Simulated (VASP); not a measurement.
# AlIn3As4 (P-4m2) in VASP: a series of runs

AlIn3As4 is run at these levels: PBE; tasks: single point.

All numbers are computed with VASP 6.6.1; they aren't measurements. Logs are shortened: lines on timing, memory, paths and dates and some standing lists are left out, and cuts for length are marked.

## Step 1: The cell of the first run

It takes space group P-4m2 (No. 115, tetragonal). Conventional cell: a = 4.286 Å, b = 4.286 Å, c = 12.159 Å, α = 90.00°, β = 90.00°, γ = 90.00°. Al (site symmetry -4m2) has 4 As at 2.52 Å within 3.3 Å. Within 3.5 Å of In (site symmetry 2mm) lie 4 As at 2.66 to 2.67 Å. In (site symmetry -4m2) has 4 As at 2.66 Å within 3.5 Å. As (site symmetry 2mm) has 4 In at 2.66 Å within 3.5 Å. Within 3.3 Å of As (site symmetry 2mm) lie 2 Al at 2.52 Å and 2 In at 2.67 Å.

## Step 2: Single point, PBE

Contents of INCAR:

```
SYSTEM = AlIn3As4
PREC = Accurate
ENCUT = 520
EDIFF = 1E-7
ISMEAR = 0
SIGMA = 0.1
LREAL = .False.
LASPH = .True.
NELM = 80
ALGO = Normal
ISIF = 2
LWAVE = .False.
LCHARG = .False.
GGA = PE
NBANDS = 41
```

Contents of KPOINTS:

```
Automatic mesh
0
Gamma
  4 4 2
  0 0 0
```

Contents of POSCAR:

```
AlIn3As4
1.0
    4.2856977000      0.0000000000      0.0000000000
    0.0000000000      4.2856977000      0.0000000000
    0.0000000000      0.0000000000     12.1589052000
Al In As
1 3 4
Direct
    0.5000000000      0.5000000000      0.5000000000
    0.0000000000      0.0000000000      0.7404840000
    0.5000000000      0.5000000000      0.0000000000
    0.0000000000      0.0000000000      0.2595160000
    0.5000000000      0.0000000000      0.1297700000
    0.0000000000      0.5000000000      0.3906400000
    0.5000000000      0.0000000000      0.6093600000
    0.0000000000      0.5000000000      0.8702300000
```

Potentials or basis: VASP PAW PBE potentials, release 64 (Al, In_d, As).

Launch:

```bash
$ cat potpaw_PBE.64/Al/POTCAR potpaw_PBE.64/In_d/POTCAR potpaw_PBE.64/As/POTCAR > POTCAR
$ mpirun -np 1 vasp_std > vasp.out
```

OUTCAR:

```text
SYSTEM = AlIn3As4
   PREC = Accurate
   ENCUT = 520
   EDIFF = 1E-7
   ISMEAR = 0
   LREAL = .False.
   LASPH = .True.
   NELM = 80
   ISIF = 2
   GGA = PE

 ion  position               nearest neighbor table
   1  0.500  0.500  0.500-   6 2.52   7 2.52   7 2.52   6 2.52
   2  0.000  0.000  0.740-   8 2.66   8 2.66   7 2.67   7 2.67
   3  0.500  0.500  0.000-   5 2.66   8 2.66   5 2.66   8 2.66
   4  0.000  0.000  0.260-   5 2.66   5 2.66   6 2.67   6 2.67
   5  0.500  0.000  0.130-   4 2.66   4 2.66   3 2.66   3 2.66
   6  0.000  0.500  0.391-   1 2.52   1 2.52   4 2.67   4 2.67
   7  0.500  0.000  0.609-   1 2.52   1 2.52   2 2.67   2 2.67
   8  0.000  0.500  0.870-   2 2.66   2 2.66   3 2.66   3 2.66

  LATTYP: Found a simple tetragonal cell.
 ALAT       =     4.2856977000
 C/A-ratio  =     2.8370888595

  Lattice vectors:

 A1 = (   4.2856977000,   0.0000000000,   0.0000000000)
 A2 = (   0.0000000000,   4.2856977000,   0.0000000000)
 A3 = (   0.0000000000,   0.0000000000,  12.1589052000)

Analysis of symmetry for initial positions (statically):
=====================================================================
 Subroutine PRICEL returns:
 Original cell was already a primitive cell.

 Routine SETGRP: Setting up the symmetry group for a
 simple tetragonal supercell.

 Subroutine GETGRP returns: Found  8 space group operations
 (whereof  8 operations were pure point group operations)
 out of a pool of 16 trial point group operations.

The static configuration has the point symmetry D_2d.

Analysis of symmetry for dynamics (positions and initial velocities):
=====================================================================
 Subroutine PRICEL returns:
 Original cell was already a primitive cell.

 Routine SETGRP: Setting up the symmetry group for a
 simple tetragonal supercell.

 Subroutine GETGRP returns: Found  8 space group operations
 (whereof  8 operations were pure point group operations)
 out of a pool of 16 trial point group operations.

The dynamic configuration has the point symmetry D_2d.

 Subroutine INISYM returns: Found  8 space group operations
 (whereof  8 operations are pure point group operations),
 and found     1 'primitive' translations

----------------------------------------------------------------------------------------

                                     Primitive cell

  volume of cell :     223.3251

  direct lattice vectors                    reciprocal lattice vectors
     4.285697700  0.000000000  0.000000000     0.233334236  0.000000000  0.000000000
     0.000000000  4.285697700  0.000000000     0.000000000  0.233334236  0.000000000
     0.000000000  0.000000000 12.158905200     0.000000000  0.000000000  0.082244247

  length of vectors
     4.285697700  4.285697700 12.158905200     0.233334236  0.233334236  0.082244247

  position of ions in fractional coordinates (direct lattice)
     0.500000000  0.500000000  0.500000000
     0.000000000  0.000000000  0.740484000
     0.500000000  0.500000000  0.000000000
     0.000000000  0.000000000  0.259516000
     0.500000000  0.000000000  0.129770000
     0.000000000  0.500000000  0.390640000
     0.500000000  0.000000000  0.609360000
     0.000000000  0.500000000  0.870230000

  ion indices of the primitive-cell ions
   primitive index   ion index
                 1           1
                 2           2
                 3           3
                 4           4
                 5           5
                 6           6
                 7           7
                 8           8

----------------------------------------------------------------------------------------

 KPOINTS: Automatic mesh

Automatic generation of k-mesh.
 Grid dimensions read from file:
 generate k-points for:    4    4    2

 Generating k-lattice:

  Cartesian coordinates                     Fractional coordinates (reciprocal lattice)
     0.058333559  0.000000000  0.000000000     0.250000000  0.000000000  0.000000000
     0.000000000  0.058333559  0.000000000     0.000000000  0.250000000  0.000000000
     0.000000000  0.000000000  0.041122123     0.000000000  0.000000000  0.500000000

  Length of vectors
     0.058333559  0.058333559  0.041122123

  Shift w.r.t. Gamma in fractional coordinates (k-lattice)
     0.000000000  0.000000000  0.000000000

 Subroutine IBZKPT returns following result:
 ===========================================

 Found     12 irreducible k-points:

 Following reciprocal coordinates:
            Coordinates               Weight
  0.000000  0.000000  0.000000      1.000000
  0.250000  0.000000  0.000000      4.000000
  0.500000  0.000000  0.000000      2.000000
  0.250000  0.250000  0.000000      4.000000
  0.500000  0.250000  0.000000      4.000000
  0.500000  0.500000  0.000000      1.000000
  0.000000  0.000000  0.500000      1.000000
  0.250000  0.000000  0.500000      4.000000
  0.500000  0.000000  0.500000      2.000000
  0.250000  0.250000  0.500000      4.000000
  0.500000  0.250000  0.500000      4.000000
  0.500000  0.500000  0.500000      1.000000
   k-points           NKPTS =     12   k-points in BZ     NKDIM =     12   number of bands    NBANDS=     41
   number of dos      NEDOS =    301   number of ions     NIONS =      8
   total plane-waves  NPLWV =  92160
   dimension x,y,z NGX =    32 NGY =   32 NGZ =   90
   dimension x,y,z NGXF=    64 NGYF=   64 NGZF=  180
   ions per type =               1   3   4
   NGX,Y,Z   is equivalent  to a cutoff of  12.41, 12.41, 12.31 a.u.
   NGXF,Y,Z  is equivalent  to a cutoff of  24.83, 24.83, 24.61 a.u.
 SYSTEM =  AlIn3As4
   PREC   = accura    normal or accurate (medium, high low for compatibility)
   ISTART =      0    job   : 0-new  1-cont  2-samecut
   ICHARG =      2    charge: 1-file 2-atom 10-const
   ISPIN  =      1    spin polarized calculation?
   LNONCOLLINEAR =      F non collinear calculations
   LSORBIT =      F    spin-orbit coupling
   LASPH  =      T    aspherical Exc in radial PAW
   ENCUT  =  520.0 eV  38.22 Ry    6.18 a.u.   7.97  7.97 22.61*2*pi/ulx,y,z
   NELM   =     80;   NELMIN=  2; NELMDL= -5     # of ELM steps
   EDIFF  = 0.1E-06   stopping-criterion for ELM
   LREAL  =      F    real-space projection
   EDIFFG = 0.1E-05   stopping-criterion for IOM
   NSW    =      0    number of steps for IOM
   IBRION =     -1    ionic relax: 0-MD 1-quasi-New 2-CG
   NFREE  =      0    steps in history (QN), initial steepest desc. (CG)
   ISIF   =      2    stress and relaxation
   ISYM   =      2    0-nonsym 1-usesym 2-fastsym
   POTIM  = 0.5000    time-step for ionic-motion
   TEBEG  =    0.0;   TEEND  =   0.0 temperature during run
   PSTRESS=    0.0 pullay stress
   NELECT =      62.0000    total number of electrons
   NUPDOWN=      -1.0000    fix difference up-down
   EMIN   =  10.00;   EMAX   =-10.00  energy-range for DOS
   EFERMI =   0.00;   METHOD = LEGACY
   ISMEAR =     0;   SIGMA  =   0.10  broadening in eV -4-tet -1-fermi 0-gaus
   EFERMI_NEDOS =   21; number of points for ismear=-14 and -15
   IALGO  =     38    algorithm
   IMIX   =      4    mixing-type and parameters
     AMIX     =   0.40;   BMIX     =  1.00
     AMIX_MAG =   1.60;   BMIX_MAG =  1.00
  volume/ion in A,a.u.               =      27.92       188.38
  Fermi-wavevector in a.u.,A,eV,Ry     =   1.067971  2.018173 15.518295  1.140563
  Thomas-Fermi vector in A             =   2.203605
   LORBIT       =      0    0 simple, 1 ext, 2 COOP (PROOUT), +10 PAW based schemes
   GGA     = PE    functional components
   LHFCALC =     F    Hartree Fock is set to
   AEXX    =    0.0000 exact exchange contribution
   IVDW    =     0    specifies the selected vdW correction
   LEPSILON=     F    determine dielectric tensor
   LRPA    =     F    only Hartree local field effects (RPA)
 non-spin polarized calculation
 Gauss-broadening in eV      SIGMA  =   0.10
  energy-cutoff  :      520.00
  volume of cell :      223.33
 maximum number of plane-waves:      6072
 NGX is ok and might be reduce to    32
   NGX = 15   NGY = 15   NGZ = 45

 number of electron      62.0000013 magnetization

 Free energy of the ion-electron system (eV)
  ---------------------------------------------------
  ext. energy  EPLUGINS =         0.00000000
  ---------------------------------------------------
  free energy    TOTEN  =       -32.25920551 eV

  energy without entropy =      -32.25472631  energy(sigma->0) =      -32.25696591

 E-fermi :   3.9168     XC(G=0):  -8.8467

 val. band max:        3.9054630066   @ k =   0.0000   0.0000   0.0000
 cond. band min:       4.8302157679   @ k =   0.5000   0.0000   0.0000
 fundamental gap:      0.9247527613
 Fermi energy:         3.9167773071

 k-point     1 :       0.0000    0.0000    0.0000
  band No.  band energies     occupation
      1     -10.4821      2.00000
      2     -10.4354      2.00000
      3     -10.3820      2.00000
      4     -10.3407      2.00000
      5     -10.3407      2.00000
      6     -10.3183      2.00000
[... 33 lines left out ...]
     40       7.8125      0.00000
     41       7.8406      0.00000

 k-point     2 :       0.2500    0.0000    0.0000
  band No.  band energies     occupation
      1     -10.4694      2.00000
      2     -10.4323      2.00000
      3     -10.3814      2.00000
      4     -10.3645      2.00000
      5     -10.3342      2.00000
      6     -10.3328      2.00000
[... 33 lines left out ...]
     40       8.2620      0.00000
     41       8.9149      0.00000

 k-point     3 :       0.5000    0.0000    0.0000
  band No.  band energies     occupation
      1     -10.4549      2.00000
      2     -10.4525      2.00000
      3     -10.4082      2.00000
      4     -10.3633      2.00000
      5     -10.3285      2.00000
      6     -10.3284      2.00000
[... 347 lines left out ...]
      2     -10.4752      2.00000
      3     -10.4038      2.00000
      4     -10.3761      2.00000
      5     -10.3132      2.00000
      6     -10.3114      2.00000
[... 33 lines left out ...]
     40       9.2115      0.00000
     41       9.5774      0.00000

 k-point    12 :       0.5000    0.5000    0.5000
  band No.  band energies     occupation
      1     -10.4987      2.00000
      2     -10.4987      2.00000
      3     -10.3993      2.00000
      4     -10.3993      2.00000
      5     -10.3027      2.00000
      6     -10.3027      2.00000
[... 33 lines left out ...]
     40      10.9671      0.00000
     41      10.9768      0.00000

------------------------ aborting loop because EDIFF is reached ----------------------------------------

  FORCE on cell =-STRESS in cart. coord.  units (eV):
  Direction    XX          YY          ZZ          XY          YZ          ZX
  --------------------------------------------------------------------------------------
  -------------------------------------------------------------------------------------
  Total        0.6073201      0.6073201     -0.1740669      0.0000000      0.0000000      0.0000000
  in kB        4.3570314      4.3570314     -1.2487891      0.0000000      0.0000000      0.0000000
  external PRESSURE =       2.4884245 kB  Pullay stress =       0.0000000 kB

 VOLUME and BASIS-vectors are now :
 -----------------------------------------------------------------------------
  energy-cutoff  :      520.00
  volume of cell :      223.33
      direct lattice vectors                 reciprocal lattice vectors
     4.285697700  0.000000000  0.000000000     0.233334236  0.000000000  0.000000000
     0.000000000  4.285697700  0.000000000     0.000000000  0.233334236  0.000000000
     0.000000000  0.000000000 12.158905200     0.000000000  0.000000000  0.082244247

 POSITION                                       TOTAL-FORCE (eV/Angst)
 -----------------------------------------------------------------------------------
      2.14285      2.14285      6.07945         0.000000      0.000000      0.000000
      0.00000      0.00000      9.00347         0.000000      0.000000     -0.002453
      2.14285      2.14285      0.00000         0.000000     -0.000000      0.000000
      0.00000      0.00000      3.15543        -0.000000      0.000000      0.002453
      2.14285      0.00000      1.57786         0.000000      0.000000     -0.000502
      0.00000      2.14285      4.74975        -0.000000      0.000000      0.010360
      2.14285      0.00000      7.40915         0.000000      0.000000     -0.010360
      0.00000      2.14285     10.58104        -0.000000      0.000000      0.000502
 -----------------------------------------------------------------------------------
    total drift:                                0.000000     -0.000000     -0.000000

  FREE ENERGIE OF THE ION-ELECTRON SYSTEM (eV)
  ---------------------------------------------------
  free  energy   TOTEN  =       -32.2592055054 eV

  energy  without entropy=      -32.2547263056  energy(sigma->0) =      -32.25696591
```

Run time: 85 s. Hardware: 1 thread of AMD EPYC 7R13 (Zen 3), shared host; peak memory 0.3 GiB.

Results:

```
Free energy            : -32.2592 eV
Pressure               : 0.2 GPa
Largest force          : 0.010 eV/Å
Band gap on the k mesh : zero (filled and empty bands touch)
```

Forces on the atoms (eV/Å):
```
Al   0.000  0.000  0.000
In   0.000  0.000 -0.002
In   0.000  0.000  0.000
In   0.000  0.000  0.002
As   0.000  0.000 -0.001
As   0.000  0.000  0.010
As   0.000  0.000 -0.010
As   0.000  0.000  0.001
```

Caveat: the k points lie up to 0.37 Å⁻¹ apart; semilocal functionals underestimate gaps, and a narrow one can read as zero; spin-orbit coupling is left out, which moves the levels of the heavy elements.

## Step 3: Single point, PBE

Contents of INCAR:

```
SYSTEM = AlIn3As4
ALGO = Normal
EDIFF = 1E-6
ENCUT = 520
GGA = PE
ISIF = 2
ISMEAR = 0
LASPH = .TRUE.
LCHARG = .FALSE.
LREAL = .FALSE.
LWAVE = .FALSE.
NBANDS = 41
NELM = 100
PREC = Accurate
SIGMA = 0.1
```

Contents of KPOINTS:

```
k-points
0
G
  10 10 4
  0 0 0
```

POSCAR is that of step 2.

Potentials or basis: VASP PAW PBE potentials, release 64 (Al, In_d, As).

Launch:

```bash
$ cat potpaw_PBE.64/Al/POTCAR potpaw_PBE.64/In_d/POTCAR potpaw_PBE.64/As/POTCAR > POTCAR
$ mpirun -np 1 vasp_std > vasp.out
```

Run time: 5.7 min. Hardware: 1 thread of AMD EPYC 7R13 (Zen 3), shared host; peak memory 0.58 GiB.

It converged, with:

```yaml
Free_energy: -32.4395 eV
Pressure: 0.1 GPa
Largest_force: 0.013 eV/Å
Band_gap_on_the_k_mesh: zero (filled and empty bands touch)
```

Forces in eV/Å, atoms in the order of the input:
```
Al   0.000  0.000  0.000
In   0.000  0.000 -0.002
In   0.000  0.000  0.000
In   0.000  0.000  0.002
As   0.000  0.000  0.002
As   0.000  0.000 -0.013
As   0.000  0.000  0.013
As   0.000  0.000 -0.002
```

Levels at points of the mesh, in eV from the Fermi level:
| k point | band 28 | band 29 | band 30 | band 31 | band 32 | band 33 | band 34 | band 35 |
| --- | --- | --- | --- | --- | --- | --- | --- | --- |
| (0.00, 0.00, 0.00) | -1.23 | -0.23 | -0.12 | -0.06 | -0.06 | 1.49 | 1.85 | 2.25 |
| (0.50, 0.00, 0.00) | -0.95 | -0.90 | -0.80 | -0.79 | 0.88 | 1.02 | 2.34 | 2.73 |
| (0.50, 0.50, 0.00) | -2.29 | -2.20 | -2.20 | -2.12 | 1.51 | 1.51 | 1.70 | 2.21 |
| (0.00, 0.00, 0.50) | -0.65 | -0.65 | -0.43 | -0.43 | 1.19 | 1.72 | 1.81 | 1.91 |
| (0.50, 0.00, 0.50) | -1.58 | -0.89 | -0.80 | -0.80 | 1.73 | 1.84 | 1.91 | 2.01 |
| (0.50, 0.50, 0.50) | -2.51 | -2.45 | -2.45 | -2.40 | 2.36 | 2.36 | 2.42 | 2.47 |

Caveat: semilocal functionals underestimate gaps, and a narrow one can read as zero; spin-orbit coupling is left out, which moves the levels of the heavy elements.

The gap in the log of VASP goes by the Fermi energy; the results here count the filled bands.